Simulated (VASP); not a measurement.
Set up this calculation in VASP 6.6.1, as the native input.

```
Task                   : relaxation of the atoms
Functional             : LDA
Potentials or basis    : VASP PAW LDA potentials, release 64 (Si, O)
Cutoff                 : 520 eV
k mesh                 : 1 × 1 × 1
Occupations            : fermi-dirac, width 0.02 eV
Spin                   : collinear spin
Starting moments       : [0.0, 0.0, 0.0, 0.0, 0.0, 0.0, 0.0, 0.0, 0.0, 0.0, 0.0, 0.0, 0.0, 0.0, 0.0, 0.0, 0.0, 0.0, 0.0, 0.0, 0.0, 0.0, 0.0, 0.0, 1.0] μB
Dipole correction      : no
Further INCAR settings : LREAL = Auto; ALGO = Normal; EDIFF = 1e-07; IBRION = 2; EDIFFG = -0.08; NSW = 45
```

The structure of Si8O17 (a cell with a defect) lies in POSCAR:

```
Si8O17
1.0
   -4.9501000000     -4.9501000000      0.0000000000
    4.9501000000     -4.9501000000      0.0000000000
    0.0000000000      0.0000000000      6.8760000000
Si O
8 17
Direct
    0.1973000000      0.5000000000      0.0000000000
    0.0000000000      0.1973000000      0.2500000000
    0.8027000000      0.5000000000      0.5000000000
    0.0000000000      0.8027000000      0.7500000000
    0.6973000000      0.0000000000      0.0000000000
    0.5000000000      0.6973000000      0.2500000000
    0.3027000000      0.0000000000      0.5000000000
    0.5000000000      0.3027000000      0.7500000000
    0.3263000000      0.5651000000      0.1817000000
    0.9349000000      0.3263000000      0.4317000000
    0.6737000000      0.4349000000      0.6817000000
    0.0651000000      0.6737000000      0.9317000000
    0.9349000000      0.6737000000      0.5683000000
    0.6737000000      0.5651000000      0.3183000000
    0.0651000000      0.3263000000      0.0683000000
    0.3263000000      0.4349000000      0.8183000000
    0.8263000000      0.0651000000      0.1817000000
    0.4349000000      0.8263000000      0.4317000000
    0.1737000000      0.9349000000      0.6817000000
    0.5651000000      0.1737000000      0.9317000000
    0.4349000000      0.1737000000      0.5683000000
    0.1737000000      0.0651000000      0.3183000000
    0.5651000000      0.8263000000      0.0683000000
    0.8263000000      0.9349000000      0.8183000000
    0.7511506000      0.3642590000      0.0911621000
```

These files were run (other wordings do the same):

INCAR

```
SYSTEM = Si8O17
  PREC = Accurate
  ENCUT = 520
  EDIFF = 1E-7
  ISMEAR = -1
  SIGMA = 0.02
  LREAL = Auto
  LASPH = .TRUE.
  NELM = 150
  ALGO = Normal
  ISIF = 2
  LWAVE = .FALSE.
  LCHARG = .FALSE.
  ISPIN = 2
  MAGMOM = 0 0 0 0 0 0 0 0 0 0 0 0 0 0 0 0 0 0 0 0 0 0 0 0 1
  LORBIT = 11
  GGA = CA
  IBRION = 2
  NSW = 45
  EDIFFG = -0.08
```

KPOINTS

```
Automatic mesh
0
G
  1 1 1
  0 0 0
```

Potentials or basis: VASP PAW LDA potentials, release 64 (Si, O).

Launch:

```sh
$ cat potpaw_LDA.64/Si/POTCAR potpaw_LDA.64/O/POTCAR > POTCAR
$ mpirun -np 1 vasp_gam > vasp.out
```

Results of the run:

```yaml
Energy_gained_by_relaxing: 20.1 meV/atom
Ionic_steps: 20
Pressure_after_relaxing: 0.9 GPa
Largest_force_after_relaxing: 0.078 eV/Å
Band_gap_on_the_k_mesh: 0.83 eV
Net_moment: 2.00 μB per cell
Site_moments: Si +0.00, -0.00; O +0.00, -0.00, +0.01, +0.12, +0.09, +1.34 μB
Valence_electrons_inside_the_program's_atomic_spheres: Si 1.69, 1.65, 1.70, 1.68; O 5.23, 5.24, 5.21, 5.20, 4.63
```

Caveat: the k points lie up to 0.91 Å⁻¹ apart; the relaxation stopped at a loose force limit of 0.08 eV/Å, so its end isn't a converged minimum.

Run time: 28 min on 1 thread of AMD EPYC 7R13, on a shared host, peak memory 0.3 GiB.
